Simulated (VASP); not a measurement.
# Cr (P6/mmm) in VASP: further runs

The runs below take Cr through single point, with PBE.

Program: VASP 6.6.1. These are calculated values, not measurements. Logs are shortened: lines on timing, memory, paths and dates and some standing lists are left out, and cuts for length are marked.

### 1 The cell of the first run

The structure is hexagonal, space group P6/mmm (No. 191). Conventional cell: a = 2.303 Å, b = 2.303 Å, c = 2.035 Å, α = 90.00°, β = 90.00°, γ = 120.00°. Within 2.7 Å of Cr (site symmetry 6/mmm) lie 8 Cr at 2.03 to 2.30 Å.

This isn't the form of Cr at room conditions, which is bcc.

### 2 Single point, PBE, collinear spin, ferromagnetic start (9.34 Å³/atom)

File INCAR:

```
SYSTEM = Cr
  PREC = Accurate
  ENCUT = 520
  EDIFF = 1E-7
  ISMEAR = -1
  SIGMA = 0.08
  LREAL = .FALSE.
  LASPH = .TRUE.
  NELM = 150
  ALGO = Normal
  ISIF = 2
  LWAVE = .FALSE.
  LCHARG = .TRUE.
  ISPIN = 2
  MAGMOM = 2
  LORBIT = 11
  LMAXMIX = 4
  GGA = PE
  LELF = .TRUE.
  LVHAR = .TRUE.
  NBANDS = 16
```

File KPOINTS:

```
regular mesh
0
G
  18 18 16
  0 0 0
```

File POSCAR:

```
Cr
1.0
    2.3027933681      0.0000000000      0.0000000000
   -1.1513966840      1.9942775564      0.0000000000
    0.0000000000      0.0000000000      2.0346518994
Cr
1
Direct
    0.0000000000      0.0000000000      0.0000000000
```

Potentials or basis: VASP PAW PBE potentials, release 64 (Cr_pv).

Run with:

```bash
cat potpaw_PBE.64/Cr_pv/POTCAR > POTCAR
mpirun -np 1 vasp_std > vasp.out
```

OUTCAR:

```text
SYSTEM = Cr
   PREC = Accurate
   ENCUT = 520
   EDIFF = 1E-7
   ISMEAR = -1
   LREAL = .FALSE.
   LASPH = .TRUE.
   NELM = 150
   ISIF = 2
   ISPIN = 2
   LORBIT = 11
   GGA = PE

 ion  position               nearest neighbor table
   1  0.000  0.000  0.000-

  LATTYP: Found a hexagonal cell.
 ALAT       =     2.3027933681
 C/A-ratio  =     0.8835581723

  Lattice vectors:

 A1 = (   2.3027933681,   0.0000000000,   0.0000000000)
 A2 = (  -1.1513966840,   1.9942775564,   0.0000000000)
 A3 = (   0.0000000000,   0.0000000000,   2.0346518994)

Analysis of symmetry for initial positions (statically):
=====================================================================
 Subroutine PRICEL returns:
 Original cell was already a primitive cell.

 Routine SETGRP: Setting up the symmetry group for a
 hexagonal supercell.

 Subroutine GETGRP returns: Found 24 space group operations
 (whereof 24 operations were pure point group operations)
 out of a pool of 24 trial point group operations.

The static configuration has the point symmetry D_6h.

Analysis of symmetry for dynamics (positions and initial velocities):
=====================================================================
 Subroutine PRICEL returns:
 Original cell was already a primitive cell.

 Routine SETGRP: Setting up the symmetry group for a
 hexagonal supercell.

 Subroutine GETGRP returns: Found 24 space group operations
 (whereof 24 operations were pure point group operations)
 out of a pool of 24 trial point group operations.

The dynamic configuration has the point symmetry D_6h.

Analysis of structural, dynamic, and magnetic symmetry:
=====================================================================
 Subroutine PRICEL returns:
 Original cell was already a primitive cell.

 Routine SETGRP: Setting up the symmetry group for a
 hexagonal supercell.

 Subroutine GETGRP returns: Found 24 space group operations
 (whereof 24 operations were pure point group operations)
 out of a pool of 24 trial point group operations.

The overall configuration has the point symmetry D_6h.

 Subroutine INISYM returns: Found 24 space group operations
 (whereof 24 operations are pure point group operations),
 and found     1 'primitive' translations

----------------------------------------------------------------------------------------

                                     Primitive cell

  volume of cell :       9.3440

  direct lattice vectors                    reciprocal lattice vectors
     2.302793368  0.000000000  0.000000000     0.434255202  0.250717358  0.000000000
    -1.151396684  1.994277556  0.000000000     0.000000000  0.501434716  0.000000000
     0.000000000  0.000000000  2.034651899     0.000000000  0.000000000  0.491484563

  length of vectors
     2.302793368  2.302793368  2.034651899     0.501434716  0.501434716  0.491484563

  position of ions in fractional coordinates (direct lattice)
     0.000000000  0.000000000  0.000000000

  ion indices of the primitive-cell ions
   primitive index   ion index
                 1           1

----------------------------------------------------------------------------------------

 KPOINTS: regular mesh

Automatic generation of k-mesh.
 Grid dimensions read from file:
 generate k-points for:   18   18   16

 Generating k-lattice:

  Cartesian coordinates                     Fractional coordinates (reciprocal lattice)
     0.024125289  0.013928742  0.000000000     0.055555556 -0.000000000  0.000000000
     0.000000000  0.027857484  0.000000000     0.000000000  0.055555556  0.000000000
     0.000000000  0.000000000  0.030717785     0.000000000  0.000000000  0.062500000

  Length of vectors
     0.027857484  0.027857484  0.030717785

  Shift w.r.t. Gamma in fractional coordinates (k-lattice)
     0.000000000  0.000000000  0.000000000

 Subroutine IBZKPT returns following result:
 ===========================================

 Found    333 irreducible k-points:

 Following reciprocal coordinates:
            Coordinates               Weight
  0.000000  0.000000  0.000000      1.000000
  0.055556  0.000000  0.000000      6.000000
  0.111111  0.000000  0.000000      6.000000
  0.166667 -0.000000  0.000000      6.000000
  0.222222 -0.000000  0.000000      6.000000
  0.277778 -0.000000  0.000000      6.000000
[... 16 lines left out ...]
  0.333333  0.111111  0.000000     12.000000
  0.388889  0.111111  0.000000     12.000000
 [... further k-points ...]
   k-points           NKPTS =    333   k-points in BZ     NKDIM =    333   number of bands    NBANDS=     16
   number of dos      NEDOS =    301   number of ions     NIONS =      1
   total plane-waves  NPLWV =   5184
   dimension x,y,z NGX =    18 NGY =   18 NGZ =   16
   dimension x,y,z NGXF=    36 NGYF=   36 NGZF=   32
   ions per type =               1
   NGX,Y,Z   is equivalent  to a cutoff of  12.99, 12.99, 13.07 a.u.
   NGXF,Y,Z  is equivalent  to a cutoff of  25.99, 25.99, 26.15 a.u.
 SYSTEM =  Cr
   PREC   = accura    normal or accurate (medium, high low for compatibility)
   ISTART =      0    job   : 0-new  1-cont  2-samecut
   ICHARG =      2    charge: 1-file 2-atom 10-const
   ISPIN  =      2    spin polarized calculation?
   LNONCOLLINEAR =      F non collinear calculations
   LSORBIT =      F    spin-orbit coupling
   LASPH  =      T    aspherical Exc in radial PAW
   ENCUT  =  520.0 eV  38.22 Ry    6.18 a.u.   4.28  4.28  3.78*2*pi/ulx,y,z
   NELM   =    150;   NELMIN=  2; NELMDL= -5     # of ELM steps
   EDIFF  = 0.1E-06   stopping-criterion for ELM
   LREAL  =      F    real-space projection
   EDIFFG = 0.1E-05   stopping-criterion for IOM
   NSW    =      0    number of steps for IOM
   IBRION =     -1    ionic relax: 0-MD 1-quasi-New 2-CG
   NFREE  =      0    steps in history (QN), initial steepest desc. (CG)
   ISIF   =      2    stress and relaxation
   ISYM   =      2    0-nonsym 1-usesym 2-fastsym
   POTIM  = 0.5000    time-step for ionic-motion
   TEBEG  =    0.0;   TEEND  =   0.0 temperature during run
   PSTRESS=    0.0 pullay stress
   NELECT =      12.0000    total number of electrons
   NUPDOWN=      -1.0000    fix difference up-down
   EMIN   =  10.00;   EMAX   =-10.00  energy-range for DOS
   EFERMI =   0.00;   METHOD = LEGACY
   ISMEAR =    -1;   SIGMA  =   0.08  broadening in eV -4-tet -1-fermi 0-gaus
   EFERMI_NEDOS =   21; number of points for ismear=-14 and -15
   IALGO  =     38    algorithm
   IMIX   =      4    mixing-type and parameters
     AMIX     =   0.40;   BMIX     =  1.00
     AMIX_MAG =   1.60;   BMIX_MAG =  1.00
  volume/ion in A,a.u.               =       9.34        63.06
  Fermi-wavevector in a.u.,A,eV,Ry     =   1.779474  3.362719 43.083232  3.166528
  Thomas-Fermi vector in A             =   2.844459
   LORBIT       =     11    0 simple, 1 ext, 2 COOP (PROOUT), +10 PAW based schemes
   GGA     = PE    functional components
   LHFCALC =     F    Hartree Fock is set to
   AEXX    =    0.0000 exact exchange contribution
   IVDW    =     0    specifies the selected vdW correction
   LEPSILON=     F    determine dielectric tensor
   LRPA    =     F    only Hartree local field effects (RPA)
 spin polarized calculation
  energy-cutoff  :      520.00
  volume of cell :        9.34
 maximum number of plane-waves:       265
 NGX is ok and might be reduce to    18
   NGX =  9   NGY =  9   NGZ =  7

 number of electron      12.0000000 magnetization       0.0003576

 number of electron      12.0000000 magnetization      -0.0000237

 Free energy of the ion-electron system (eV)
  ---------------------------------------------------
  ext. energy  EPLUGINS =         0.00000000
  ---------------------------------------------------
  free energy    TOTEN  =        -8.04759858 eV

  energy without entropy =       -8.02737736  energy(sigma->0) =       -8.03748797

 E-fermi :  14.2666     XC(G=0): -14.8519

 val. band max:       14.2624036787   @ k =   0.0556   0.0000   0.4375
 cond. band min:      14.2673455670   @ k =   0.3333   0.2778   0.2500
 fundamental gap:      0.0049418882
 Fermi energy:        14.2665602872

 spin component 1

 k-point     1 :       0.0000    0.0000    0.0000
  band No.  band energies     occupation
      1     -27.9133      1.00000
      2     -27.9133      1.00000
      3     -27.3564      1.00000
      4       5.9233      1.00000
      5       9.6704      1.00000
      6      13.2822      1.00000
[... 8 lines left out ...]
     15      47.1377      0.00000
     16      47.1377      0.00000

 k-point     2 :       0.0556    0.0000    0.0000
  band No.  band energies     occupation
      1     -27.9708      1.00000
      2     -27.9255      1.00000
      3     -27.3511      1.00000
      4       6.0754      1.00000
      5       9.7172      1.00000
      6      13.1599      1.00000
[... 8 lines left out ...]
     15      47.7716      0.00000
     16      48.3052      0.00000

 k-point     3 :       0.1111    0.0000    0.0000
  band No.  band energies     occupation
      1     -28.1347      1.00000
      2     -27.9606      1.00000
      3     -27.3359      1.00000
      4       6.5137      1.00000
      5       9.8517      1.00000
      6      12.8347      1.00000
[... 8 lines left out ...]
     15      47.4984      0.00000
     16      50.1421      0.00000
[... 362 lines left out ...]
 k-point    23 :       0.3333    0.1111    0.0000
  band No.  band energies     occupation
      1     -29.4573      1.00000
      2     -28.3892      1.00000
      3     -27.1937      1.00000
      4       9.3893      1.00000
      5      10.7533      1.00000
      6      13.0737      1.00000
[... 8 lines left out ...]
     15      48.6519      0.00000
     16      53.0077      0.00000

 k-point    24 :       0.3889    0.1111    0.0000
  band No.  band energies     occupation
      1     -29.5838      1.00000
      2     -28.4334      1.00000
      3     -27.1791      1.00000
      4       9.2522      1.00000
      5      10.9231      1.00000
      6      13.7872      0.99751
[... 8 lines left out ...]
     15      49.9597      0.00000
     16      52.7955      0.00000

 [... further k-points ...]

 spin component 2

 k-point     1 :       0.0000    0.0000    0.0000
  band No.  band energies     occupation
      1     -27.9133      1.00000
      2     -27.9133      1.00000
      3     -27.3565      1.00000
      4       5.9233      1.00000
      5       9.6704      1.00000
      6      13.2822      1.00000
[... 8 lines left out ...]
     15      47.1377      0.00000
     16      47.1377      0.00000

 k-point     2 :       0.0556    0.0000    0.0000
  band No.  band energies     occupation
      1     -27.9708      1.00000
      2     -27.9256      1.00000
      3     -27.3512      1.00000
      4       6.0754      1.00000
      5       9.7172      1.00000
      6      13.1599      1.00000
[... 8 lines left out ...]
     15      47.7716      0.00000
     16      48.3052      0.00000

 k-point     3 :       0.1111    0.0000    0.0000
  band No.  band energies     occupation
      1     -28.1347      1.00000
      2     -27.9606      1.00000
      3     -27.3359      1.00000
      4       6.5137      1.00000
      5       9.8517      1.00000
      6      12.8347      1.00000
[... 8 lines left out ...]
     15      47.4984      0.00000
     16      50.1421      0.00000
[... 362 lines left out ...]
 k-point    23 :       0.3333    0.1111    0.0000
  band No.  band energies     occupation
      1     -29.4573      1.00000
      2     -28.3892      1.00000
      3     -27.1937      1.00000
      4       9.3893      1.00000
      5      10.7533      1.00000
      6      13.0737      1.00000
[... 8 lines left out ...]
     15      48.6519      0.00000
     16      53.0077      0.00000

 k-point    24 :       0.3889    0.1111    0.0000
  band No.  band energies     occupation
      1     -29.5838      1.00000
      2     -28.4334      1.00000
      3     -27.1791      1.00000
      4       9.2522      1.00000
      5      10.9231      1.00000
      6      13.7872      0.99751
[... 8 lines left out ...]
     15      49.9597      0.00000
     16      52.7955      0.00000

 [... further k-points ...]

------------------------ aborting loop because EDIFF is reached ----------------------------------------

  FORCE on cell =-STRESS in cart. coord.  units (eV):
  Direction    XX          YY          ZZ          XY          YZ          ZX
  --------------------------------------------------------------------------------------
  -------------------------------------------------------------------------------------
  Total        5.8237969      5.8237969      6.0869873      0.0000000      0.0000000     -0.0000000
  in kB      998.5874711    998.5874711   1043.7158705      0.0000000      0.0000000     -0.0000000
  external PRESSURE =    1013.6302709 kB  Pullay stress =       0.0000000 kB

 VOLUME and BASIS-vectors are now :
 -----------------------------------------------------------------------------
  energy-cutoff  :      520.00
  volume of cell :        9.34
      direct lattice vectors                 reciprocal lattice vectors
     2.302793368  0.000000000  0.000000000     0.434255202  0.250717358  0.000000000
    -1.151396684  1.994277556  0.000000000     0.000000000  0.501434716  0.000000000
     0.000000000  0.000000000  2.034651899     0.000000000  0.000000000  0.491484563

 POSITION                                       TOTAL-FORCE (eV/Angst)
 -----------------------------------------------------------------------------------
      0.00000      0.00000      0.00000         0.000000      0.000000      0.000000
 -----------------------------------------------------------------------------------
    total drift:                               -0.000000      0.000000     -0.000000

  FREE ENERGIE OF THE ION-ELECTRON SYSTEM (eV)
  ---------------------------------------------------
  free  energy   TOTEN  =        -8.0475985767 eV

  energy  without entropy=       -8.0273773605  energy(sigma->0) =       -8.03748797

 total charge

# of ion       s       p       d       tot
------------------------------------------
    1        0.512   6.481   4.766  11.759

 magnetization (x)

# of ion       s       p       d       tot
------------------------------------------
    1        0.000   0.000  -0.000  -0.000
```

Wall time 44 s (1 thread of AMD EPYC 9R45 (Zen 5), shared host); peak memory 0.15 GiB.

Results:

- Free energy: -8.0476 eV
- Pressure: 101.4 GPa
- Band gap on the k mesh: zero (filled and empty bands overlap)
- Net moment: 0.00 μB per cell
- Valence electrons inside the program's atomic spheres: Cr 11.76

Levels at points of the mesh, in eV from the Fermi level:
Spin up:
| k point | band 2 | band 3 | band 4 | band 5 | band 6 | band 7 | band 8 | band 9 | band 10 | band 11 |
| --- | --- | --- | --- | --- | --- | --- | --- | --- | --- | --- |
| (0.00, 0.00, 0.00) | -42.18 | -41.62 | -8.34 | -4.60 | -0.98 | -0.98 | 3.91 | 3.91 | 7.86 | 20.24 |
| (0.50, 0.00, 0.00) | -42.57 | -41.45 | -5.54 | -3.33 | 0.72 | 1.69 | 3.45 | 3.64 | 7.85 | 11.45 |
| (0.00, 0.00, 0.50) | -41.86 | -41.86 | -3.16 | 0.12 | 0.12 | 0.22 | 0.22 | 0.23 | 7.85 | 12.15 |
| (0.50, 0.00, 0.50) | -43.43 | -42.21 | -6.51 | -3.08 | -0.98 | 4.03 | 5.55 | 7.85 | 9.67 | 10.47 |
Spin down:
```csv
k point,band 4,band 5,band 6,band 7,band 8,band 9
"(0.00, 0.00, 0.00)",-8.34,-4.60,-0.98,-0.98,3.91,3.91
"(0.50, 0.00, 0.00)",-5.54,-3.33,0.72,1.69,3.45,3.64
"(0.00, 0.00, 0.50)",-3.16,0.12,0.12,0.22,0.22,0.23
"(0.50, 0.00, 0.50)",-6.51,-3.08,-0.98,4.03,5.55,7.85
```

Caveat: the cell stands under pressure; an empty level that is flat over the whole mesh can mark a ghost state of the potentials, or a narrow d or f band; the moments typed at the start vanished in this run.

[end of part 1 of 2]
